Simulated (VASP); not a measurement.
# LaB (Fd-3m) in VASP: a series of runs

The runs below take LaB through single point, relaxation of cell and atoms, with PBE.

All numbers are computed with VASP 6.6.1; they aren't measurements. Logs are shortened: lines on timing, memory, paths and dates and some standing lists are left out, and cuts for length are marked.

### Step 1. The cell of the first run

Symmetry: Fd-3m, No. 227, cubic system. The conventional cell has a = 6.744 Å, b = 6.744 Å, c = 6.744 Å, α = 90.00°, β = 90.00°, γ = 90.00°. Within 3.8 Å of La (site symmetry -43m) lie 4 La at 2.92 Å and 10 B at 2.92 to 3.37 Å. B (site symmetry -43m) has 10 La at 2.92 to 3.37 Å and 4 B at 2.92 Å within 3.8 Å.

The cell was generated, and may not be a known phase.

### Step 2. Single point, PBE

File INCAR:

```
PREC = Accurate ; ENCUT = 520
EDIFF = 1E-6 ; ISMEAR = 0
SIGMA = 0.1 ; LREAL = False
LASPH = True ; NELM = 100
ALGO = Normal ; ISIF = 2
LWAVE = False ; LCHARG = False
GGA = PE ; NBANDS = 22
```

File KPOINTS:

```
Automatic mesh
0
Gamma
  4 4 4
```

File POSCAR:

```
LaB
1.0
    0.0000000000      3.3722376700      3.3722376700
    3.3722376700      0.0000000000      3.3722376700
    3.3722376700      3.3722376700      0.0000000000
La B
2 2
Direct
    0.5000000000      0.5000000000      0.5000000000
    0.7500000000      0.7500000000      0.7500000000
    0.0000000000      0.0000000000      0.0000000000
    0.2500000000      0.2500000000      0.2500000000
```

Potentials or basis: VASP PAW PBE potentials, release 64 (La, B).

Launch:

```bash
$ cat potpaw_PBE.64/La/POTCAR potpaw_PBE.64/B/POTCAR > POTCAR
$ mpirun -np 1 vasp_std > vasp.out
```

OUTCAR:

```text
PREC = Accurate
   ENCUT = 520
   EDIFF = 1E-6
   ISMEAR = 0
   LREAL = False
   LASPH = True
   NELM = 100
   ISIF = 2
   GGA = PE

 ion  position               nearest neighbor table
   1  0.500  0.500  0.500-   4 2.92   4 2.92   4 2.92   2 2.92   4 2.92   2 2.92   2 2.92   2 2.92

   2  0.750  0.750  0.750-   1 2.92   1 2.92   1 2.92   1 2.92   3 2.92   3 2.92   3 2.92   3 2.92

   3  0.000  0.000  0.000-   2 2.92   2 2.92   2 2.92   2 2.92
   4  0.250  0.250  0.250-   1 2.92   1 2.92   1 2.92   1 2.92

  LATTYP: Found a face centered cubic cell.
 ALAT       =     6.7444753400

  Lattice vectors:

 A1 = (   0.0000000000,   3.3722376700,   3.3722376700)
 A2 = (   3.3722376700,   0.0000000000,   3.3722376700)
 A3 = (   3.3722376700,   3.3722376700,   0.0000000000)

Analysis of symmetry for initial positions (statically):
=====================================================================
 Subroutine PRICEL returns:
 Original cell was already a primitive cell.

 Routine SETGRP: Setting up the symmetry group for a
 face centered cubic supercell.

 Subroutine GETGRP returns: Found 48 space group operations
 (whereof 24 operations were pure point group operations)
 out of a pool of 48 trial point group operations.

The static configuration has the point symmetry T_d .
 The point group associated with its full space group is O_h .

Analysis of symmetry for dynamics (positions and initial velocities):
=====================================================================
 Subroutine PRICEL returns:
 Original cell was already a primitive cell.

 Routine SETGRP: Setting up the symmetry group for a
 face centered cubic supercell.

 Subroutine GETGRP returns: Found 48 space group operations
 (whereof 24 operations were pure point group operations)
 out of a pool of 48 trial point group operations.

The dynamic configuration has the point symmetry T_d .
 The point group associated with its full space group is O_h .

 Subroutine INISYM returns: Found 48 space group operations
 (whereof 24 operations are pure point group operations),
 and found     1 'primitive' translations

----------------------------------------------------------------------------------------

                                     Primitive cell

  volume of cell :      76.6981

  direct lattice vectors                    reciprocal lattice vectors
     0.000000000  3.372237670  3.372237670    -0.148269502  0.148269502  0.148269502
     3.372237670  0.000000000  3.372237670     0.148269502 -0.148269502  0.148269502
     3.372237670  3.372237670  0.000000000     0.148269502  0.148269502 -0.148269502

  length of vectors
     4.769064248  4.769064248  4.769064248     0.256810311  0.256810311  0.256810311

  position of ions in fractional coordinates (direct lattice)
     0.500000000  0.500000000  0.500000000
     0.750000000  0.750000000  0.750000000
     0.000000000  0.000000000  0.000000000
     0.250000000  0.250000000  0.250000000

  ion indices of the primitive-cell ions
   primitive index   ion index
                 1           1
                 2           2
                 3           3
                 4           4

----------------------------------------------------------------------------------------

 KPOINTS: Automatic mesh

Automatic generation of k-mesh.
 Grid dimensions read from file:
 generate k-points for:    4    4    4

 Generating k-lattice:

  Cartesian coordinates                     Fractional coordinates (reciprocal lattice)
    -0.037067376  0.037067376  0.037067376     0.250000000  0.000000000  0.000000000
     0.037067376 -0.037067376  0.037067376     0.000000000  0.250000000  0.000000000
     0.037067376  0.037067376 -0.037067376     0.000000000  0.000000000  0.250000000

  Length of vectors
     0.064202578  0.064202578  0.064202578

  Shift w.r.t. Gamma in fractional coordinates (k-lattice)
     0.000000000  0.000000000  0.000000000

 Subroutine IBZKPT returns following result:
 ===========================================

 Found      8 irreducible k-points:

 Following reciprocal coordinates:
            Coordinates               Weight
  0.000000  0.000000  0.000000      1.000000
  0.250000  0.000000  0.000000      8.000000
  0.500000  0.000000  0.000000      4.000000
  0.250000  0.250000  0.000000      6.000000
  0.500000  0.250000  0.000000     24.000000
 -0.250000  0.250000  0.000000     12.000000
  0.500000  0.500000  0.000000      3.000000
 -0.250000  0.500000  0.250000      6.000000
   k-points           NKPTS =      8   k-points in BZ     NKDIM =      8   number of bands    NBANDS=     22
   number of dos      NEDOS =    301   number of ions     NIONS =      4
   total plane-waves  NPLWV =  46656
   dimension x,y,z NGX =    36 NGY =   36 NGZ =   36
   dimension x,y,z NGXF=    72 NGYF=   72 NGZF=   72
   ions per type =               2   2
   NGX,Y,Z   is equivalent  to a cutoff of  12.55, 12.55, 12.55 a.u.
   NGXF,Y,Z  is equivalent  to a cutoff of  25.10, 25.10, 25.10 a.u.
 SYSTEM =  unknown system
   PREC   = accura    normal or accurate (medium, high low for compatibility)
   ISTART =      0    job   : 0-new  1-cont  2-samecut
   ICHARG =      2    charge: 1-file 2-atom 10-const
   ISPIN  =      1    spin polarized calculation?
   LNONCOLLINEAR =      F non collinear calculations
   LSORBIT =      F    spin-orbit coupling
   LASPH  =      T    aspherical Exc in radial PAW
   ENCUT  =  520.0 eV  38.22 Ry    6.18 a.u.   8.87  8.87  8.87*2*pi/ulx,y,z
   NELM   =    100;   NELMIN=  2; NELMDL= -5     # of ELM steps
   EDIFF  = 0.1E-05   stopping-criterion for ELM
   LREAL  =      F    real-space projection
   EDIFFG = 0.1E-04   stopping-criterion for IOM
   NSW    =      0    number of steps for IOM
   IBRION =     -1    ionic relax: 0-MD 1-quasi-New 2-CG
   NFREE  =      0    steps in history (QN), initial steepest desc. (CG)
   ISIF   =      2    stress and relaxation
   ISYM   =      2    0-nonsym 1-usesym 2-fastsym
   POTIM  = 0.5000    time-step for ionic-motion
   TEBEG  =    0.0;   TEEND  =   0.0 temperature during run
   PSTRESS=    0.0 pullay stress
   NELECT =      28.0000    total number of electrons
   NUPDOWN=      -1.0000    fix difference up-down
   EMIN   =  10.00;   EMAX   =-10.00  energy-range for DOS
   EFERMI =   0.00;   METHOD = LEGACY
   ISMEAR =     0;   SIGMA  =   0.10  broadening in eV -4-tet -1-fermi 0-gaus
   EFERMI_NEDOS =   21; number of points for ismear=-14 and -15
   IALGO  =     38    algorithm
   IMIX   =      4    mixing-type and parameters
     AMIX     =   0.40;   BMIX     =  1.00
     AMIX_MAG =   1.60;   BMIX_MAG =  1.00
  volume/ion in A,a.u.               =      19.17       129.40
  Fermi-wavevector in a.u.,A,eV,Ry     =   1.170036  2.211048 18.626171  1.368985
  Thomas-Fermi vector in A             =   2.306501
   LORBIT       =      0    0 simple, 1 ext, 2 COOP (PROOUT), +10 PAW based schemes
   GGA     = PE    functional components
   LHFCALC =     F    Hartree Fock is set to
   AEXX    =    0.0000 exact exchange contribution
   IVDW    =     0    specifies the selected vdW correction
   LEPSILON=     F    determine dielectric tensor
   LRPA    =     F    only Hartree local field effects (RPA)
 non-spin polarized calculation
 Gauss-broadening in eV      SIGMA  =   0.10
  energy-cutoff  :      520.00
  volume of cell :       76.70
 maximum number of plane-waves:      2120
   NGX = 17   NGY = 17   NGZ = 17

 number of electron      27.9999997 magnetization

 Free energy of the ion-electron system (eV)
  ---------------------------------------------------
  ext. energy  EPLUGINS =         0.00000000
  ---------------------------------------------------
  free energy    TOTEN  =       -18.08109994 eV

  energy without entropy =      -18.04958381  energy(sigma->0) =      -18.06534187

 E-fermi :   8.8539     XC(G=0): -10.7348

 val. band max:        8.8389102386   @ k =   0.2500   0.0000   0.0000
 cond. band min:       8.9085478383   @ k =   0.5000   0.2500   0.0000
 fundamental gap:      0.0696375997
 Fermi energy:         8.8539339731

 k-point     1 :       0.0000    0.0000    0.0000
  band No.  band energies     occupation
      1     -24.3967      2.00000
      2     -22.8220      2.00000
      3      -8.6156      2.00000
      4      -8.6156      2.00000
      5      -8.6156      2.00000
      6      -6.6609      2.00000
[... 14 lines left out ...]
     21      10.8273      0.00000
     22      10.8273      0.00000

 k-point     2 :       0.2500    0.0000    0.0000
  band No.  band energies     occupation
      1     -24.2486      2.00000
      2     -23.0084      2.00000
      3      -8.7697      2.00000
      4      -8.7697      2.00000
      5      -8.6863      2.00000
      6      -6.5521      2.00000
[... 14 lines left out ...]
     21      10.8016      0.00000
     22      10.8516      0.00000

 k-point     3 :       0.5000    0.0000    0.0000
  band No.  band energies     occupation
      1     -24.0372      2.00000
      2     -23.2576      2.00000
      3      -8.8997      2.00000
      4      -8.8997      2.00000
      5      -8.7937      2.00000
      6      -6.3550      2.00000
[... 14 lines left out ...]
     21      10.9993      0.00000
     22      10.9996      0.00000

 k-point     4 :       0.2500    0.2500    0.0000
  band No.  band energies     occupation
      1     -24.1889      2.00000
      2     -23.0806      2.00000
      3      -8.9477      2.00000
      4      -8.9477      2.00000
      5      -8.2985      2.00000
      6      -7.0154      2.00000
[... 14 lines left out ...]
     21      10.8209      0.00000
     22      10.9396      0.00000

 k-point     5 :       0.5000    0.2500    0.0000
  band No.  band energies     occupation
      1     -23.9292      2.00000
      2     -23.3777      2.00000
      3      -9.2271      2.00000
      4      -9.0599      2.00000
      5      -8.1154      2.00000
      6      -7.0609      2.00000
[... 14 lines left out ...]
     21      10.9630      0.00000
     22      11.0328      0.00000

 k-point     6 :      -0.2500    0.2500    0.0000
  band No.  band energies     occupation
      1     -24.0379      2.00000
      2     -23.2567      2.00000
      3      -9.2083      2.00000
      4      -8.9029      2.00000
      5      -8.3158      2.00000
      6      -6.8175      2.00000
[... 14 lines left out ...]
     21      11.1261      0.00000
     22      11.1642      0.00000

 k-point     7 :       0.5000    0.5000    0.0000
  band No.  band energies     occupation
      1     -23.6596      2.00000
      2     -23.6596      2.00000
      3      -9.1996      2.00000
      4      -9.1996      2.00000
      5      -7.6553      2.00000
      6      -7.6553      2.00000
[... 14 lines left out ...]
     21      10.6741      0.00000
     22      10.7304      0.00000

 k-point     8 :      -0.2500    0.5000    0.2500
  band No.  band energies     occupation
      1     -23.6596      2.00000
      2     -23.6596      2.00000
      3      -9.2441      2.00000
      4      -9.2441      2.00000
      5      -7.5543      2.00000
      6      -7.5543      2.00000
[... 14 lines left out ...]
     21      10.9985      0.00000
     22      11.0774      0.00000

------------------------ aborting loop because EDIFF is reached ----------------------------------------

  FORCE on cell =-STRESS in cart. coord.  units (eV):
  Direction    XX          YY          ZZ          XY          YZ          ZX
  --------------------------------------------------------------------------------------
  -------------------------------------------------------------------------------------
  Total       -0.0591934     -0.0591934     -0.0591934      0.0000000      0.0000000     -0.0000000
  in kB       -1.2365149     -1.2365149     -1.2365149      0.0000000      0.0000000     -0.0000000
  external PRESSURE =      -1.2365149 kB  Pullay stress =       0.0000000 kB

 VOLUME and BASIS-vectors are now :
 -----------------------------------------------------------------------------
  energy-cutoff  :      520.00
  volume of cell :       76.70
      direct lattice vectors                 reciprocal lattice vectors
     0.000000000  3.372237670  3.372237670    -0.148269502  0.148269502  0.148269502
     3.372237670  0.000000000  3.372237670     0.148269502 -0.148269502  0.148269502
     3.372237670  3.372237670  0.000000000     0.148269502  0.148269502 -0.148269502

 POSITION                                       TOTAL-FORCE (eV/Angst)
 -----------------------------------------------------------------------------------
      3.37224      3.37224      3.37224        -0.000000     -0.000000     -0.000000
      5.05836      5.05836      5.05836         0.000000      0.000000      0.000000
      0.00000      0.00000      0.00000        -0.000000     -0.000000     -0.000000
      1.68612      1.68612      1.68612        -0.000000     -0.000000      0.000000
 -----------------------------------------------------------------------------------
    total drift:                                0.000000      0.000000      0.000000

  FREE ENERGIE OF THE ION-ELECTRON SYSTEM (eV)
  ---------------------------------------------------
  free  energy   TOTEN  =       -18.0810999354 eV

  energy  without entropy=      -18.0495838065  energy(sigma->0) =      -18.06534187
```

It took 22 s on 1 thread of Intel Xeon Platinum 8259CL at 2.50GHz (Skylake/Cascade Lake), shared host; peak memory 0.2 GiB.

Results:

| Property | Result |
| --- | --- |
| Free energy | -18.0811 eV |
| Pressure | -0.1 GPa |
| Band gap on the k mesh | zero (bands 14 and 15 overlap by 1.20 eV) |

Caveat: the k points lie up to 0.40 Å⁻¹ apart, too coarse for converged energies and pressures of a metal; spin-orbit coupling is left out, which moves the levels of the heavy elements.

### Step 3. Single point, PBE

This run uses another cell than the first one, of 19.29 Å³/atom.

File INCAR:

```
SYSTEM = LaB
PREC = Accurate
ENCUT = 520
EDIFF = 1E-6
ISMEAR = 0
SIGMA = 0.1
LREAL = .FALSE.
LASPH = .TRUE.
NELM = 80
ALGO = Normal
ISIF = 2
LWAVE = .FALSE.
LCHARG = .TRUE.
GGA = PE
LELF = .TRUE.
LVHAR = .TRUE.
NBANDS = 22
```

File KPOINTS:

```
regular mesh
0
G
  12 12 12
  0 0 0
```

File POSCAR:

```
LaB
1.0
    0.0000000000      3.3789133127      3.3789133127
    3.3789133127      0.0000000000      3.3789133127
    3.3789133127      3.3789133127      0.0000000000
La B
2 2
Direct
    0.5000000000      0.5000000000      0.5000000000
    0.7500000000      0.7500000000      0.7500000000
    0.0000000000      0.0000000000      0.0000000000
    0.2500000000      0.2500000000      0.2500000000
```

Potentials or basis: VASP PAW PBE potentials, release 64 (La, B).

Launch:

```bash
$ cat potpaw_PBE.64/La/POTCAR potpaw_PBE.64/B/POTCAR > POTCAR
$ mpirun -np 1 vasp_std > vasp.out
```

Run time: 2.4 min. Hardware: 1 thread of Intel Xeon Platinum 8259CL at 2.50GHz (Skylake/Cascade Lake), shared host; peak memory 0.29 GiB.

Results (log left out):

```yaml
Free_energy: -18.1278 eV
Pressure: -0.1 GPa
Band_gap_on_the_k_mesh: zero (bands 14 and 15 overlap by 1.35 eV)
```

Levels at points of the mesh, in eV from the Fermi level:
```tsv
k point	band 11	band 12	band 13	band 14	band 15	band 16	band 17	band 18
(0.00, 0.00, 0.00)	-1.92	-1.92	-1.92	-0.87	-0.87	0.60	0.60	0.60
(0.50, 0.00, 0.00)	-2.67	-2.67	-0.78	-0.78	-0.42	1.06	1.99	2.04
(0.50, 0.50, 0.00)	-1.83	-1.83	0.27	0.27	0.86	0.86	1.40	1.40
```

Caveat: spin-orbit coupling is left out, which moves the levels of the heavy elements.

### Step 4. Relaxation of cell and atoms, PBE

File INCAR:

```
SYSTEM = LaB
PREC = Accurate ; ENCUT = 600
EDIFF = 1E-7 ; ISMEAR = 0
SIGMA = 0.1 ; LREAL = .False.
LASPH = .True. ; NELM = 60
ALGO = Normal ; ISIF = 3
LWAVE = .False. ; LCHARG = .False.
GGA = PE ; IBRION = 2
NSW = 100 ; EDIFFG = -0.01
```

File KPOINTS:

```
Automatic mesh
0
Gamma
  12 12 12
  0 0 0
```

File POSCAR:

```
LaB
1.0
    0.0000000000      3.3722376700      3.3722376700
    3.3722376700      0.0000000000      3.3722376700
    3.3722376700      3.3722376700      0.0000000000
La B
2 2
Direct
    0.5000000000      0.5000000000      0.5000000000
    0.7500000000      0.7500000000      0.7500000000
    0.0000000000      0.0000000000      0.0000000000
    0.2500000000      0.2500000000      0.2500000000
```

Launch:

```bash
$ cat potpaw_PBE.64/La/POTCAR potpaw_PBE.64/B/POTCAR > POTCAR
$ mpirun -np 1 vasp_std > vasp.out
```

Run time: 4.7 min. Hardware: 1 thread of Intel Xeon Platinum 8259CL at 2.50GHz (Skylake/Cascade Lake), shared host; peak memory 0.34 GiB.

The run converged. Its results:

* Free energy: -18.1296 eV
* Relaxed volume: 19.29 Å³/atom
* Relaxed cell: a = 4.779 Å, b = 4.779 Å, c = 4.779 Å, α = 60.00°, β = 60.00°, γ = 60.00°
* Space group after relaxing (to 0.1 Å): Fd-3m (No. 227)
* Energy gained by relaxing: 0.1 meV/atom
* Ionic steps: 2
* Pressure after relaxing: -0.1 GPa
* Band gap on the k mesh: zero (bands 14 and 15 overlap by 1.35 eV)

The path:
```tsv
step	energy change (eV)	largest force (eV/Å)	pressure (GPa)	volume (Å³)
1	0.0000	0.0000	0.34	76.70
2	-0.0004	0.0000	-0.07	77.16
```

Final structure:
```
CELL_PARAMETERS angstrom
0.00000 3.37895 3.37895
3.37895 0.00000 3.37895
3.37895 3.37895 0.00000
ATOMIC_POSITIONS crystal
La 0.50000 0.50000 0.50000
La 0.75000 0.75000 0.75000
B 0.00000 0.00000 0.00000
B 0.25000 0.25000 0.25000
```

Levels at points of the mesh, in eV from the Fermi level:
```csv
k point,band 11,band 12,band 13,band 14,band 15,band 16,band 17,band 18
"(0.00, 0.00, 0.00)",-1.92,-1.92,-1.92,-0.87,-0.87,0.60,0.60,0.60
"(0.50, 0.00, 0.00)",-2.67,-2.67,-0.78,-0.78,-0.42,1.06,1.99,2.05
"(0.50, 0.50, 0.00)",-1.83,-1.83,0.27,0.27,0.86,0.86,1.40,1.43
```

Caveat: spin-orbit coupling is left out, which moves the levels of the heavy elements.

### Step 5. Summary

| task | cell | k mesh | cutoff (eV) | gap on the mesh (eV) | pressure (GPa) |
| --- | --- | --- | --- | --- | --- |
| single point | a = 4.769 Å, angles 60.0°, 4 atoms | 4 × 4 × 4 | 520 | none | -0.1 |
| single point | a = 4.779 Å, angles 60.0°, 4 atoms | 12 × 12 × 12 | 520 | none | -0.1 |
| relaxation of cell and atoms | relaxed from a = 4.769 Å, angles 60.0°, 4 atoms | 12 × 12 × 12 | 600 | none | -0.1 |

Alike in all rows: level PBE; potentials or basis VASP PAW PBE potentials, release 64 (La, B); no spin polarisation; smearing gaussian 0.1 eV.

Caveats: some runs use coarse meshes; spin-orbit coupling is left out, which moves the levels of the heavy elements.

Absolute energies hang on the potentials; compare differences alone.

The gap in the log of VASP goes by the Fermi energy; the results here count the filled bands.